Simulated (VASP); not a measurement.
# InSb (P4/mmm) in VASP: notebook, part 2 of 2

VASP 6.6.1. The steps go on from the part before.

## 3. Single point, PBE

Input file INCAR:

```
ALGO     = Normal         # electronic algorithm
EDIFF    = 1E-7           # SCF threshold, eV
ENCUT    = 520            # plane-wave cutoff, eV
GGA      = PE             # functional
ISIF     = 2              # what is computed and relaxed
ISMEAR   = 0              # smearing method
LASPH    = True           # aspherical terms in the spheres
LCHARG   = False          # write CHGCAR
LREAL    = False          # projectors in reciprocal space
LWAVE    = False          # write WAVECAR
NBANDS   = 16             # bands
NELM     = 80             # most SCF steps
PREC     = Accurate       # precision mode
SIGMA    = 0.1            # smearing width, eV
```

Input file KPOINTS:

```
Automatic mesh
0
Gamma
  14 14 6
  0.5 0.5 0.5
```

Input file POSCAR:

```
InSb
1.0
    3.0766560000      0.0000000000      0.0000000000
    0.0000000000      3.0766560000      0.0000000000
    0.0000000000      0.0000000000      6.2154700000
In Sb
1 1
Direct
    0.0000000000      0.0000000000      0.0000000000
    0.0000000000      0.0000000000      0.5000000000
```

Potentials or basis: VASP PAW PBE potentials, release 64 (In_d, Sb).

Run with:

```
$ cat potpaw_PBE.64/In_d/POTCAR potpaw_PBE.64/Sb/POTCAR > POTCAR
$ mpirun -np 1 vasp_std > vasp.out
```

OUTCAR:

```text
EDIFF = 1E-7
   ENCUT = 520
   GGA = PE
   ISIF = 2
   ISMEAR = 0
   LASPH = True
   LREAL = False
   NELM = 80
   PREC = Accurate

 ion  position               nearest neighbor table
   1  0.000  0.000  0.000-   2 3.11   2 3.11
   2  0.000  0.000  0.500-   1 3.11   1 3.11

  LATTYP: Found a simple tetragonal cell.
 ALAT       =     3.0766560000
 C/A-ratio  =     2.0202031036

  Lattice vectors:

 A1 = (   3.0766560000,   0.0000000000,   0.0000000000)
 A2 = (   0.0000000000,   3.0766560000,   0.0000000000)
 A3 = (   0.0000000000,   0.0000000000,   6.2154700000)

Analysis of symmetry for initial positions (statically):
=====================================================================
 Subroutine PRICEL returns:
 Original cell was already a primitive cell.

 Routine SETGRP: Setting up the symmetry group for a
 simple tetragonal supercell.

 Subroutine GETGRP returns: Found 16 space group operations
 (whereof 16 operations were pure point group operations)
 out of a pool of 16 trial point group operations.

The static configuration has the point symmetry D_4h.

Analysis of symmetry for dynamics (positions and initial velocities):
=====================================================================
 Subroutine PRICEL returns:
 Original cell was already a primitive cell.

 Routine SETGRP: Setting up the symmetry group for a
 simple tetragonal supercell.

 Subroutine GETGRP returns: Found 16 space group operations
 (whereof 16 operations were pure point group operations)
 out of a pool of 16 trial point group operations.

The dynamic configuration has the point symmetry D_4h.

 Subroutine INISYM returns: Found 16 space group operations
 (whereof 16 operations are pure point group operations),
 and found     1 'primitive' translations

----------------------------------------------------------------------------------------

                                     Primitive cell

  volume of cell :      58.8345

  direct lattice vectors                    reciprocal lattice vectors
     3.076656000  0.000000000  0.000000000     0.325028212  0.000000000  0.000000000
     0.000000000  3.076656000  0.000000000     0.000000000  0.325028212  0.000000000
     0.000000000  0.000000000  6.215470000     0.000000000  0.000000000  0.160888879

  length of vectors
     3.076656000  3.076656000  6.215470000     0.325028212  0.325028212  0.160888879

  position of ions in fractional coordinates (direct lattice)
     0.000000000  0.000000000  0.000000000
     0.000000000  0.000000000  0.500000000

  ion indices of the primitive-cell ions
   primitive index   ion index
                 1           1
                 2           2

----------------------------------------------------------------------------------------

 KPOINTS: Automatic mesh

Automatic generation of k-mesh.
 Grid dimensions read from file:
 generate k-points for:   14   14    6

 Generating k-lattice:

  Cartesian coordinates                     Fractional coordinates (reciprocal lattice)
     0.023216301  0.000000000  0.000000000     0.071428571  0.000000000  0.000000000
     0.000000000  0.023216301  0.000000000     0.000000000  0.071428571  0.000000000
     0.000000000  0.000000000  0.026814813     0.000000000  0.000000000  0.166666667

  Length of vectors
     0.023216301  0.023216301  0.026814813

  Shift w.r.t. Gamma in fractional coordinates (k-lattice)
     0.500000000  0.500000000  0.500000000

 Subroutine IBZKPT returns following result:
 ===========================================

 Found     84 irreducible k-points:

 Following reciprocal coordinates:
            Coordinates               Weight
  0.035714  0.035714  0.083333      8.000000
  0.107143  0.035714  0.083333     16.000000
  0.178571  0.035714  0.083333     16.000000
  0.250000  0.035714  0.083333     16.000000
  0.321429  0.035714  0.083333     16.000000
  0.392857  0.035714  0.083333     16.000000
[... 16 lines left out ...]
  0.321429  0.321429  0.083333      8.000000
  0.392857  0.321429  0.083333     16.000000
 [... further k-points ...]
   k-points           NKPTS =     84   k-points in BZ     NKDIM =     84   number of bands    NBANDS=     16
   number of dos      NEDOS =    301   number of ions     NIONS =      2
   total plane-waves  NPLWV =  27648
   dimension x,y,z NGX =    24 NGY =   24 NGZ =   48
   dimension x,y,z NGXF=    48 NGYF=   48 NGZF=   96
   ions per type =               1   1
   NGX,Y,Z   is equivalent  to a cutoff of  12.97, 12.97, 12.84 a.u.
   NGXF,Y,Z  is equivalent  to a cutoff of  25.94, 25.94, 25.68 a.u.
 SYSTEM =  unknown system
   PREC   = accura    normal or accurate (medium, high low for compatibility)
   ISTART =      0    job   : 0-new  1-cont  2-samecut
   ICHARG =      2    charge: 1-file 2-atom 10-const
   ISPIN  =      1    spin polarized calculation?
   LNONCOLLINEAR =      F non collinear calculations
   LSORBIT =      F    spin-orbit coupling
   LASPH  =      T    aspherical Exc in radial PAW
   ENCUT  =  520.0 eV  38.22 Ry    6.18 a.u.   5.72  5.72 11.56*2*pi/ulx,y,z
   NELM   =     80;   NELMIN=  2; NELMDL= -5     # of ELM steps
   EDIFF  = 0.1E-06   stopping-criterion for ELM
   LREAL  =      F    real-space projection
   EDIFFG = 0.1E-05   stopping-criterion for IOM
   NSW    =      0    number of steps for IOM
   IBRION =     -1    ionic relax: 0-MD 1-quasi-New 2-CG
   NFREE  =      0    steps in history (QN), initial steepest desc. (CG)
   ISIF   =      2    stress and relaxation
   ISYM   =      2    0-nonsym 1-usesym 2-fastsym
   POTIM  = 0.5000    time-step for ionic-motion
   TEBEG  =    0.0;   TEEND  =   0.0 temperature during run
   PSTRESS=    0.0 pullay stress
   NELECT =      18.0000    total number of electrons
   NUPDOWN=      -1.0000    fix difference up-down
   EMIN   =  10.00;   EMAX   =-10.00  energy-range for DOS
   EFERMI =   0.00;   METHOD = LEGACY
   ISMEAR =     0;   SIGMA  =   0.10  broadening in eV -4-tet -1-fermi 0-gaus
   EFERMI_NEDOS =   21; number of points for ismear=-14 and -15
   IALGO  =     38    algorithm
   IMIX   =      4    mixing-type and parameters
     AMIX     =   0.40;   BMIX     =  1.00
     AMIX_MAG =   1.60;   BMIX_MAG =  1.00
  volume/ion in A,a.u.               =      29.42       198.52
  Fermi-wavevector in a.u.,A,eV,Ry     =   1.103117  2.084590 16.556493  1.216868
  Thomas-Fermi vector in A             =   2.239571
   LORBIT       =      0    0 simple, 1 ext, 2 COOP (PROOUT), +10 PAW based schemes
   GGA     = PE    functional components
   LHFCALC =     F    Hartree Fock is set to
   AEXX    =    0.0000 exact exchange contribution
   IVDW    =     0    specifies the selected vdW correction
   LEPSILON=     F    determine dielectric tensor
   LRPA    =     F    only Hartree local field effects (RPA)
 non-spin polarized calculation
 Gauss-broadening in eV      SIGMA  =   0.10
  energy-cutoff  :      520.00
  volume of cell :       58.83
 maximum number of plane-waves:      1598
 NGX is ok and might be reduce to    24
   NGX = 11   NGY = 11   NGZ = 23

 number of electron      17.9999986 magnetization

 Free energy of the ion-electron system (eV)
  ---------------------------------------------------
  ext. energy  EPLUGINS =         0.00000000
  ---------------------------------------------------
  free energy    TOTEN  =        -6.60098311 eV

  energy without entropy =       -6.59746399  energy(sigma->0) =       -6.59922355

 E-fermi :   6.6000     XC(G=0):  -9.6531

 val. band max:        6.5793324705   @ k =   0.4643   0.1786   0.2500
 cond. band min:       6.6452230753   @ k =   0.3929   0.1071   0.0833
 fundamental gap:      0.0658906048
 Fermi energy:         6.5999879430

 k-point     1 :       0.0357    0.0357    0.0833
  band No.  band energies     occupation
      1      -8.2765      2.00000
      2      -8.0579      2.00000
      3      -7.7116      2.00000
      4      -7.7110      2.00000
      5      -7.6294      2.00000
      6      -4.8376      2.00000
[... 8 lines left out ...]
     15      15.5120      0.00000
     16      16.5512      0.00000
[... 419 lines left out ...]
 k-point    24 :       0.3929    0.3214    0.0833
  band No.  band energies     occupation
      1      -7.9775      2.00000
      2      -7.8942      2.00000
      3      -7.8498      2.00000
      4      -7.7863      2.00000
      5      -7.6144      2.00000
      6      -1.2633      2.00000
[... 8 lines left out ...]
     15      13.7387      0.00000
     16      15.2862      0.00000

 [... further k-points ...]

------------------------ aborting loop because EDIFF is reached ----------------------------------------

  FORCE on cell =-STRESS in cart. coord.  units (eV):
  Direction    XX          YY          ZZ          XY          YZ          ZX
  --------------------------------------------------------------------------------------
  -------------------------------------------------------------------------------------
  Total        0.1320510      0.1320510      0.2491016      0.0000000     -0.0000000     -0.0000000
  in kB        3.5960060      3.5960060      6.7835217      0.0000000     -0.0000000     -0.0000000
  external PRESSURE =       4.6585112 kB  Pullay stress =       0.0000000 kB

 VOLUME and BASIS-vectors are now :
 -----------------------------------------------------------------------------
  energy-cutoff  :      520.00
  volume of cell :       58.83
      direct lattice vectors                 reciprocal lattice vectors
     3.076656000  0.000000000  0.000000000     0.325028212  0.000000000  0.000000000
     0.000000000  3.076656000  0.000000000     0.000000000  0.325028212  0.000000000
     0.000000000  0.000000000  6.215470000     0.000000000  0.000000000  0.160888879

 POSITION                                       TOTAL-FORCE (eV/Angst)
 -----------------------------------------------------------------------------------
      0.00000      0.00000      0.00000         0.000000      0.000000      0.000000
      0.00000      0.00000      3.10773         0.000000      0.000000      0.000000
 -----------------------------------------------------------------------------------
    total drift:                                0.000000     -0.000000     -0.000000

  FREE ENERGIE OF THE ION-ELECTRON SYSTEM (eV)
  ---------------------------------------------------
  free  energy   TOTEN  =        -6.6009831094 eV

  energy  without entropy=       -6.5974639920  energy(sigma->0) =       -6.59922355
```

It took 76 s on 1 thread of Intel Xeon 8259CL, shared host; peak memory 0.23 GiB.

Results:

| Property | Result |
| --- | --- |
| Free energy | -6.6010 eV |
| Pressure | 0.5 GPa |
| Band gap on the k mesh | zero (bands 9 and 10 overlap by 5.31 eV) |

Levels at points of the mesh, in eV from the Fermi level:
```csv
k point,band 7,band 8,band 9,band 10,band 11,band 12
"(0.04, 0.04, 0.08)",-6.87,-4.24,4.00,4.07,4.84,8.20
```

Caveat: spin-orbit coupling is left out, which moves the levels of the heavy elements.

## 4. Single point, r2SCAN

POSCAR is that of step 3.

Input file INCAR.step1:

```
PREC = Accurate
ENCUT = 520
ISMEAR = 0
SIGMA = 0.1
LREAL = False
LASPH = True
NELM = 80
NBANDS = 16
GGA = PE
ALGO = Normal
EDIFF = 1E-4
LWAVE = True
LCHARG = False
```

Input file INCAR.step2:

```
PREC = Accurate
ENCUT = 520
EDIFF = 1E-6
ISMEAR = 0
SIGMA = 0.1
LREAL = False
LASPH = True
NELM = 80
ALGO = Normal
ISIF = 2
LWAVE = False
LCHARG = True
METAGGA = R2SCAN
LMIXTAU = True
LELF = True
LVHAR = True
NBANDS = 16
ISTART = 1
```

Input file KPOINTS:

```
regular mesh
0
Gamma
  14 14 8
```

Potentials or basis: VASP PAW PBE potentials, release 64 (In_d, Sb).

Run with:

```
$ cat potpaw_PBE.64/In_d/POTCAR potpaw_PBE.64/Sb/POTCAR > POTCAR
$ cp INCAR.step1 INCAR
$ mpirun -np 1 vasp_std > vasp.out
$ cp INCAR.step2 INCAR
$ mpirun -np 1 vasp_std > vasp.out
```

OUTCAR:

```text
PREC = Accurate
   ENCUT = 520
   EDIFF = 1E-6
   ISMEAR = 0
   LREAL = False
   LASPH = True
   NELM = 80
   ISIF = 2
   METAGGA = R2SCAN
   ISTART = 1

 ion  position               nearest neighbor table
   1  0.000  0.000  0.000-   2 3.11   2 3.11
   2  0.000  0.000  0.500-   1 3.11   1 3.11

  LATTYP: Found a simple tetragonal cell.
 ALAT       =     3.0766560000
 C/A-ratio  =     2.0202031036

  Lattice vectors:

 A1 = (   3.0766560000,   0.0000000000,   0.0000000000)
 A2 = (   0.0000000000,   3.0766560000,   0.0000000000)
 A3 = (   0.0000000000,   0.0000000000,   6.2154700000)

Analysis of symmetry for initial positions (statically):
=====================================================================
 Subroutine PRICEL returns:
 Original cell was already a primitive cell.

 Routine SETGRP: Setting up the symmetry group for a
 simple tetragonal supercell.

 Subroutine GETGRP returns: Found 16 space group operations
 (whereof 16 operations were pure point group operations)
 out of a pool of 16 trial point group operations.

The static configuration has the point symmetry D_4h.

Analysis of symmetry for dynamics (positions and initial velocities):
=====================================================================
 Subroutine PRICEL returns:
 Original cell was already a primitive cell.

 Routine SETGRP: Setting up the symmetry group for a
 simple tetragonal supercell.

 Subroutine GETGRP returns: Found 16 space group operations
 (whereof 16 operations were pure point group operations)
 out of a pool of 16 trial point group operations.

The dynamic configuration has the point symmetry D_4h.

 Subroutine INISYM returns: Found 16 space group operations
 (whereof 16 operations are pure point group operations),
 and found     1 'primitive' translations

[... 111 lines left out ...]
   IALGO  =     38    algorithm
   IMIX   =      4    mixing-type and parameters
     AMIX     =   0.40;   BMIX     =  1.00
     AMIX_MAG =   1.60;   BMIX_MAG =  1.00
  volume/ion in A,a.u.               =      29.42       198.52
  Fermi-wavevector in a.u.,A,eV,Ry     =   1.103117  2.084590 16.556493  1.216868
  Thomas-Fermi vector in A             =   2.239571
   LORBIT       =      0    0 simple, 1 ext, 2 COOP (PROOUT), +10 PAW based schemes
   METAGGA = R2SCAN    functional components
   LHFCALC =     F    Hartree Fock is set to
   AEXX    =    0.0000 exact exchange contribution
   IVDW    =     0    specifies the selected vdW correction
   LEPSILON=     F    determine dielectric tensor
   LRPA    =     F    only Hartree local field effects (RPA)
 non-spin polarized calculation
 Gauss-broadening in eV      SIGMA  =   0.10
  energy-cutoff  :      520.00
  volume of cell :       58.83
 maximum number of plane-waves:      1604
 NGX is ok and might be reduce to    24
   NGX = 11   NGY = 11   NGZ = 23

 number of electron      17.9999985 magnetization

 Free energy of the ion-electron system (eV)
  ---------------------------------------------------
  ext. energy  EPLUGINS =         0.00000000
  ---------------------------------------------------
  free energy    TOTEN  =       -48.19715846 eV

  energy without entropy =      -48.19234085  energy(sigma->0) =      -48.19474965

 E-fermi :   6.5753     XC(G=0): -10.2459

 val. band max:        6.5471160126   @ k =   0.2143   0.0714   0.5000
 cond. band min:       6.5951354154   @ k =   0.2143   0.1429   0.0000
 fundamental gap:      0.0480194028
 Fermi energy:         6.5753409169

 k-point     1 :       0.0000    0.0000    0.0000
  band No.  band energies     occupation
      1      -8.9540      2.00000
      2      -8.7329      2.00000
      3      -8.3417      2.00000
      4      -8.3417      2.00000
      5      -8.2444      2.00000
      6      -5.5009      2.00000
[... 433 lines left out ...]
      3      -8.5094      2.00000
      4      -8.4168      2.00000
      5      -8.3693      2.00000
      6      -2.8568      2.00000
[... 8 lines left out ...]
     15      15.0521      0.00000
     16      15.9345      0.00000

 [... further k-points ...]

------------------------ aborting loop because EDIFF is reached ----------------------------------------

  FORCE on cell =-STRESS in cart. coord.  units (eV):
  Direction    XX          YY          ZZ          XY          YZ          ZX
  --------------------------------------------------------------------------------------
  -------------------------------------------------------------------------------------
  Total       -0.3215639     -0.3215639     -0.2563357      0.0000000      0.0000000      0.0000000
  in kB       -8.7568114     -8.7568114     -6.9805208      0.0000000      0.0000000      0.0000000
  external PRESSURE =      -8.1647145 kB  Pullay stress =       0.0000000 kB

 VOLUME and BASIS-vectors are now :
 -----------------------------------------------------------------------------
  energy-cutoff  :      520.00
  volume of cell :       58.83
      direct lattice vectors                 reciprocal lattice vectors
     3.076656000  0.000000000  0.000000000     0.325028212  0.000000000  0.000000000
     0.000000000  3.076656000  0.000000000     0.000000000  0.325028212  0.000000000
     0.000000000  0.000000000  6.215470000     0.000000000  0.000000000  0.160888879

 POSITION                                       TOTAL-FORCE (eV/Angst)
 -----------------------------------------------------------------------------------
      0.00000      0.00000      0.00000         0.000000      0.000000      0.000000
      0.00000      0.00000      3.10773         0.000000      0.000000      0.000000
 -----------------------------------------------------------------------------------
    total drift:                                0.000000     -0.000000     -0.000000

  FREE ENERGIE OF THE ION-ELECTRON SYSTEM (eV)
  ---------------------------------------------------
  free  energy   TOTEN  =       -48.1971584567 eV

  energy  without entropy=      -48.1923408450  energy(sigma->0) =      -48.19474965
```

OUTCAR.step1:

```text
PREC = Accurate
   ENCUT = 520
   ISMEAR = 0
   LREAL = False
   LASPH = True
[... 679 lines left out ...]
      0.00000      0.00000      0.00000         0.000000      0.000000      0.000000
      0.00000      0.00000      3.10773         0.000000      0.000000      0.000000
 -----------------------------------------------------------------------------------
    total drift:                                0.000000     -0.000000     -0.000000

  FREE ENERGIE OF THE ION-ELECTRON SYSTEM (eV)
  ---------------------------------------------------
  free  energy   TOTEN  =        -6.5669460065 eV

  energy  without entropy=       -6.5619233342  energy(sigma->0) =       -6.56443467
```

OSZICAR.step1:

```text
N       E                     dE             d eps       ncg     rms          rms(c)
DAV:   1     0.108987736294E+03    0.10899E+03   -0.80459E+03  5784   0.117E+03
DAV:   2     0.626792315111E-01   -0.10893E+03   -0.10560E+03  6560   0.289E+02
DAV:   3    -0.640708813458E+01   -0.64698E+01   -0.64055E+01  7416   0.692E+01
DAV:   4    -0.657472311514E+01   -0.16763E+00   -0.16760E+00  7224   0.122E+01
DAV:   5    -0.658310938266E+01   -0.83863E-02   -0.83861E-02  8576   0.229E+00    0.298E+00
DAV:   6    -0.656683571524E+01    0.16274E-01   -0.43801E-02  7512   0.335E+00    0.166E+00
DAV:   7    -0.656667135732E+01    0.16436E-03   -0.17256E-02  7392   0.173E+00    0.287E-01
DAV:   8    -0.656684725979E+01   -0.17590E-03   -0.12032E-03  7664   0.444E-01    0.961E-02
DAV:   9    -0.656694600645E+01   -0.98747E-04   -0.14322E-04  5392   0.144E-01
   1 F= -.65669460E+01 E0= -.65644347E+01  d E =-.502267E-02
```

Wall time 8.2 min (1 thread of Intel Xeon 8259CL, shared host); peak memory 0.31 GiB.

What came out:

```
Free energy            : -48.1972 eV
Pressure               : -0.8 GPa
Band gap on the k mesh : zero (bands 9 and 10 overlap by 6.23 eV)
```

Stress tensor (GPa, compression positive):
```
-0.88  0.00  0.00
 0.00 -0.88  0.00
 0.00  0.00 -0.70
```

Caveat: the PAW data sets were made with another functional, which shifts forces and pressure a little; spin-orbit coupling is left out, which moves the levels of the heavy elements.

## 5. Overview

```csv
level,k mesh,gap on the mesh (eV),pressure (GPa)
PBEsol,14 × 14 × 8,none,-2.1
PBE,"14 × 14 × 6, shifted",none,0.5
r2SCAN,14 × 14 × 8,none,-0.8
```

Alike in all rows: task single point; potentials or basis VASP PAW PBE potentials, release 64 (In_d, Sb); no spin polarisation; cell as given; cutoff (eV) 520; smearing gaussian 0.1 eV.

The pressure there spans -2.1 GPa (PBEsol) to 0.5 GPa (PBE); a positive pressure means that this level wants a larger cell, a negative one a smaller.

Caveats: spin-orbit coupling is left out, which moves the levels of the heavy elements; the PAW data sets were made with another functional, which shifts forces and pressure a little (at least some runs).

Absolute energies hang on the potentials; compare differences alone.

The gap in the log of VASP goes by the Fermi energy; the results here count the filled bands.